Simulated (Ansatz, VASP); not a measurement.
In2S: VASP beside Ansatz

```xyz
3
Lattice="3.9454 0.0000 0.0000 0.0000 3.9454 0.0000 0.0000 0.0000 5.4425" Properties=species:S:1:pos:R:3 pbc="T T T"
In    1.9727    0.0000    3.6022
In    0.0000    1.9727    1.8403
S     0.0000    0.0000    0.0000
```

Change from the starting cell: relaxed end of: ordered vacancies on the anion sites of zinc blende (P-4m2, No. 115).

Alike in both runs: functional PBE; k mesh 12 × 12 × 8; occupations gaussian, width 0.1 eV; no spin polarisation.

Ansatz relaxed the structure, and its values are those at the end. VASP's run is a single point on that final structure, the one shown.

|  | VASP | Ansatz |
| --- | --- | --- |
| version | VASP 6.6.1 | Ansatz 0.2.0 |
| potentials or method | VASP PAW PBE potentials, release 64 (In_d, S), cutoff 520 eV | scalar-relativistic, plane waves, PAW |
| valence electrons in the cell | 32 | 32 |

```tsv
	VASP	Ansatz	Ansatz less VASP
gap on the k mesh at the Fermi level (eV)	none	none	-
pressure (GPa)	0.0	0.0	+0.04
rms of the force components (eV/Å)	0.004	0.001	-0.0033
```

A gap of «none» marks a metal or a gap that the smearing closes. With one functional, cell and mesh, what is left measures potentials, basis and numerics.
